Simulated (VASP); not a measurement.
# HfH2 (I4/mmm) in VASP: single point with r2SCAN

Aim: the single point of HfH2 with r2SCAN.

Everything below comes from runs of VASP 6.6.1. Logs are shortened: lines on timing, memory, paths and dates and some standing lists are left out, and cuts for length are marked.

## 1. The cell of the first run

The structure is tetragonal, space group I4/mmm (No. 139). The conventional cell has a = 3.456 Å, b = 3.456 Å, c = 4.333 Å, α = 90.00°, β = 90.00°, γ = 90.00°. Within 2.7 Å of Hf (site symmetry 4/mmm) lie 8 H at 2.04 Å. H (site symmetry -4m2) has 4 Hf at 2.04 Å and 6 H at 2.17 to 2.44 Å within 2.7 Å.

## 2. Single point, r2SCAN

The input, POSCAR:

```
HfH2
1.0
   -1.7278139921      1.7278139921      2.1664740712
    1.7278139921     -1.7278139921      2.1664740712
    1.7278139921      1.7278139921     -2.1664740712
Hf H
1 2
Direct
    0.0000000000      0.0000000000      0.0000000000
    0.7500000000      0.2500000000      0.5000000000
    0.2500000000      0.7500000000      0.5000000000
```

The input, INCAR.step1:

```
PREC = Accurate
ENCUT = 520
ISMEAR = 1
SIGMA = 0.05
LREAL = F
LASPH = T
NELM = 100
NBANDS = 13
GGA = PE
ALGO = Normal
EDIFF = 1E-4
LWAVE = T
LCHARG = F
```

The input, INCAR.step2:

```
PREC = Accurate
ENCUT = 520
EDIFF = 1E-6
ISMEAR = 1
SIGMA = 0.05
LREAL = F
LASPH = T
NELM = 100
ALGO = Normal
ISIF = 2
LWAVE = F
LCHARG = F
METAGGA = R2SCAN
LMIXTAU = T
NBANDS = 13
ISTART = 1
```

The input, KPOINTS:

```
regular mesh
0
Gamma
  18 18 18
```

Potentials or basis: VASP PAW PBE potentials, release 64 (Hf_pv, H).

Launch:

```
$ cat potpaw_PBE.64/Hf_pv/POTCAR potpaw_PBE.64/H/POTCAR > POTCAR
$ cp INCAR.step1 INCAR
$ mpirun -np 1 vasp_std > vasp.out
$ cp INCAR.step2 INCAR
$ mpirun -np 1 vasp_std > vasp.out
```

OUTCAR:

```text
PREC = Accurate
   ENCUT = 520
   EDIFF = 1E-6
   ISMEAR = 1
   LREAL = F
   LASPH = T
   NELM = 100
   ISIF = 2
   METAGGA = R2SCAN
   ISTART = 1

 ion  position               nearest neighbor table
   1  0.000  0.000  0.000-   2 2.04   3 2.04   2 2.04   3 2.04   2 2.04   3 2.04   2 2.04   3 2.04

   2  0.750  0.250  0.500-   1 2.04   1 2.04   1 2.04   1 2.04
   3  0.250  0.750  0.500-   1 2.04   1 2.04   1 2.04   1 2.04

  LATTYP: Found a body centered tetragonal cell.
 ALAT       =     3.4556279842
 C/A-ratio  =     1.2538815411

  Lattice vectors:

 A1 = (  -1.7278139921,   1.7278139921,   2.1664740712)
 A2 = (   1.7278139921,  -1.7278139921,   2.1664740712)
 A3 = (   1.7278139921,   1.7278139921,  -2.1664740712)

Analysis of symmetry for initial positions (statically):
=====================================================================
 Subroutine PRICEL returns:
 Original cell was already a primitive cell.

 Routine SETGRP: Setting up the symmetry group for a
 body centered tetragonal supercell.

 Subroutine GETGRP returns: Found 16 space group operations
 (whereof 16 operations were pure point group operations)
 out of a pool of 16 trial point group operations.

The static configuration has the point symmetry D_4h.

Analysis of symmetry for dynamics (positions and initial velocities):
=====================================================================
 Subroutine PRICEL returns:
 Original cell was already a primitive cell.

 Routine SETGRP: Setting up the symmetry group for a
 body centered tetragonal supercell.

 Subroutine GETGRP returns: Found 16 space group operations
 (whereof 16 operations were pure point group operations)
 out of a pool of 16 trial point group operations.

The dynamic configuration has the point symmetry D_4h.

 Subroutine INISYM returns: Found 16 space group operations
 (whereof 16 operations are pure point group operations),
 and found     1 'primitive' translations

----------------------------------------------------------------------------------------

                                     Primitive cell

  volume of cell :      25.8707

  direct lattice vectors                    reciprocal lattice vectors
    -1.727813992  1.727813992  2.166474071     0.000000000  0.289383002  0.230789746
     1.727813992 -1.727813992  2.166474071     0.289383002  0.000000000  0.230789746
     1.727813992  1.727813992 -2.166474071     0.289383002  0.289383002  0.000000000

  length of vectors
[... 90 lines left out ...]
   ISIF   =      2    stress and relaxation
   ISYM   =      2    0-nonsym 1-usesym 2-fastsym
   POTIM  = 0.5000    time-step for ionic-motion
   TEBEG  =    0.0;   TEEND  =   0.0 temperature during run
   PSTRESS=    0.0 pullay stress
   NELECT =      12.0000    total number of electrons
   NUPDOWN=      -1.0000    fix difference up-down
   EMIN   =  10.00;   EMAX   =-10.00  energy-range for DOS
   EFERMI =   0.00;   METHOD = LEGACY
   ISMEAR =     1;   SIGMA  =   0.05  broadening in eV -4-tet -1-fermi 0-gaus
   EFERMI_NEDOS =   21; number of points for ismear=-14 and -15
   IALGO  =     38    algorithm
   IMIX   =      4    mixing-type and parameters
     AMIX     =   0.40;   BMIX     =  1.00
     AMIX_MAG =   1.60;   BMIX_MAG =  1.00
  volume/ion in A,a.u.               =       8.62        58.19
  Fermi-wavevector in a.u.,A,eV,Ry     =   1.267261  2.394776 21.850285  1.605951
  Thomas-Fermi vector in A             =   2.400418
   LORBIT       =      0    0 simple, 1 ext, 2 COOP (PROOUT), +10 PAW based schemes
   METAGGA = R2SCAN    functional components
   LHFCALC =     F    Hartree Fock is set to
   AEXX    =    0.0000 exact exchange contribution
   IVDW    =     0    specifies the selected vdW correction
   LEPSILON=     F    determine dielectric tensor
   LRPA    =     F    only Hartree local field effects (RPA)
 non-spin polarized calculation
 Methfessel and Paxton  Order N= 1 SIGMA  =   0.05
  energy-cutoff  :      520.00
  volume of cell :       25.87
 maximum number of plane-waves:       728
   NGX = 13   NGY = 13   NGZ = 13

 number of electron      12.0000000 magnetization

 Free energy of the ion-electron system (eV)
  ---------------------------------------------------
  ext. energy  EPLUGINS =         0.00000000
  ---------------------------------------------------
  free energy    TOTEN  =       -53.68741832 eV

  energy without entropy =      -53.68730869  energy(sigma->0) =      -53.68738178

 E-fermi :   5.5771     XC(G=0): -12.2952

 val. band max:        5.5763251890   @ k =  -0.1667   0.4444   0.1111
 cond. band min:       5.5799524317   @ k =  -0.1667  -0.4444   0.1667
 fundamental gap:      0.0036272427
 Fermi energy:         5.5771146063

 k-point     1 :       0.0000    0.0000    0.0000
  band No.  band energies     occupation
      1     -26.6670      2.00000
      2     -26.6670      2.00000
      3     -26.6132      2.00000
      4      -6.4899      2.00000
      5       3.7964      2.00000
      6       5.0964      2.00000
      7       5.0964      2.00000
      8       6.0904     -0.00000
      9       7.5650      0.00000
     10       9.0391      0.00000
     11      16.8628      0.00000
     12      17.3764      0.00000
     13      18.0649      0.00000
[... 354 lines left out ...]
  band No.  band energies     occupation
      1     -26.8809      2.00000
      2     -26.7104      2.00000
      3     -26.6518      2.00000
      4      -5.3437      2.00000
      5       0.8661      2.00000
      6       5.3888      2.00000
      7       6.2914     -0.00000
      8       7.3235      0.00000
      9       8.5193      0.00000
     10       9.7179      0.00000
     11      14.6950      0.00000
     12      16.8628      0.00000
     13      18.5608      0.00000

 [... further k-points ...]
[... 5 lines left out ...]
  --------------------------------------------------------------------------------------
  -------------------------------------------------------------------------------------
  Total       -0.1307311     -0.1307311     -0.2536404      0.0000000      0.0000000      0.0000000
  in kB       -8.0962178     -8.0962178    -15.7080234      0.0000000      0.0000000      0.0000000
  external PRESSURE =     -10.6334863 kB  Pullay stress =       0.0000000 kB

 VOLUME and BASIS-vectors are now :
 -----------------------------------------------------------------------------
  energy-cutoff  :      520.00
  volume of cell :       25.87
      direct lattice vectors                 reciprocal lattice vectors
    -1.727813992  1.727813992  2.166474071     0.000000000  0.289383002  0.230789746
     1.727813992 -1.727813992  2.166474071     0.289383002  0.000000000  0.230789746
     1.727813992  1.727813992 -2.166474071     0.289383002  0.289383002  0.000000000

 POSITION                                       TOTAL-FORCE (eV/Angst)
 -----------------------------------------------------------------------------------
      0.00000      0.00000      0.00000         0.000000      0.000000     -0.000000
     -0.00000      1.72781      1.08324         0.000000      0.000000      0.000000
      1.72781     -0.00000      1.08324        -0.000000     -0.000000     -0.000000
 -----------------------------------------------------------------------------------
    total drift:                                0.000000      0.000000      0.000000

  FREE ENERGIE OF THE ION-ELECTRON SYSTEM (eV)
  ---------------------------------------------------
  free  energy   TOTEN  =       -53.6874183233 eV

  energy  without entropy=      -53.6873086937  energy(sigma->0) =      -53.68738178
```

OSZICAR.step1:

```text
N       E                     dE             d eps       ncg     rms          rms(c)
DAV:   1     0.162654532243E+02    0.16265E+02   -0.64239E+03 12504   0.858E+02
DAV:   2    -0.184943132532E+02   -0.34760E+02   -0.33547E+02 15478   0.181E+02
DAV:   3    -0.193329256094E+02   -0.83861E+00   -0.83570E+00 15462   0.199E+01
DAV:   4    -0.193362529174E+02   -0.33273E-02   -0.33270E-02 14186   0.155E+00
DAV:   5    -0.193362734851E+02   -0.20568E-04   -0.20568E-04 15591   0.105E-01    0.477E+01
DAV:   6    -0.183656893372E+02    0.97058E+00   -0.62303E-01 13450   0.625E+00    0.302E+01
DAV:   7    -0.181804985527E+02    0.18519E+00   -0.87654E-01 14085   0.717E+00    0.541E+00
DAV:   8    -0.181431217754E+02    0.37377E-01   -0.16601E-01 12970   0.332E+00    0.276E+00
DAV:   9    -0.181397189919E+02    0.34028E-02   -0.94326E-03 14185   0.842E-01    0.609E-01
DAV:  10    -0.181396643165E+02    0.54675E-04   -0.12724E-03 15460   0.265E-01    0.273E-01
DAV:  11    -0.181396662675E+02   -0.19510E-05   -0.35304E-05  8310   0.531E-02
   1 F= -.18139666E+02 E0= -.18139631E+02  d E =-.105864E-03
```

Wall time 4.2 min (1 thread of Intel Xeon Platinum 8488C (Sapphire Rapids), shared host); peak memory 0.28 GiB.

Results:

| Property | Result |
| --- | --- |
| Free energy | -53.6874 eV |
| Pressure | -1.1 GPa |
| Band gap on the k mesh | zero (bands 6 and 7 overlap by 0.97 eV) |

Caveat: the PAW data sets were made with another functional, which shifts forces and pressure a little; spin-orbit coupling is left out, which moves the levels of the heavy elements.
